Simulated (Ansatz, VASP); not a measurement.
# Two plane-wave programs on Zr

The input INCAR:

```
SYSTEM = Zr
PREC = Accurate
ENCUT = 520
EDIFF = 1E-7
ISMEAR = 0
SIGMA = 0.1
LREAL = .FALSE.
LASPH = .TRUE.
NELM = 80
ALGO = Normal
ISIF = 2
LWAVE = .FALSE.
LCHARG = .FALSE.
GGA = CA
NBANDS = 19
```

The input KPOINTS:

```
regular mesh
0
G
  6 6 4
  0 0 0
```

File POSCAR:

```
Zr
1.0
    3.2320000000      0.0000000000      0.0000000000
   -1.6160000000      2.7989941050      0.0000000000
    0.0000000000      0.0000000000      5.1470000000
Zr
2
Direct
    0.3333333333      0.6666666667      0.2500000000
    0.6666666667      0.3333333333      0.7500000000
```

Input for Ansatz:

```yaml
crystal:
  lattice:
    - [3.232, 0.0, 0.0]
    - [-1.616, 2.798994105, 0.0]
    - [0.0, 0.0, 5.147]
  atoms:
    - { symbol: Zr, position: [0.3333333333, 0.6666666667, 0.25] }
    - { symbol: Zr, position: [0.6666666667, 0.3333333333, 0.75] }
basis:
  ecutwfc: 420
kpoints:
  mp_grid: { grid: [6, 6, 4] }
hamiltonian:
  xc: lda
scf:
  occupations: { method: gaussian, width: 0.1 }
output:
  forces: true
  stress: true
  eigenvalues: true
```

Alike in both runs: task single point; functional LDA; k mesh 6 × 6 × 4; occupations gaussian, width 0.1 eV; no spin polarisation.

|  | VASP | Ansatz |
| --- | --- | --- |
| version | VASP 6.6.1 | Ansatz 0.2.0 |
| potentials or method | VASP PAW LDA potentials, release 64 (Zr_sv), cutoff 520 eV | scalar-relativistic, plane waves, PAW |
| valence electrons in the cell | 24 | 24 |

|  | VASP | Ansatz | Ansatz less VASP |
| --- | --- | --- | --- |
| gap on the k mesh at the Fermi level (eV) | none | none | - |
| pressure (GPa) | -6.3 | -6.3 | -0.08 |
| traceless stress, the component that is largest in VASP (GPa) | 0.43 | 0.43 | -0.002 |

LDA's correlation is that of Perdew and Zunger in VASP and of Perdew and Wang (1992) in Ansatz. A gap of «none» marks a metal or a gap that the smearing closes.

The k mesh is coarse, so the values compare programs but aren't converged.
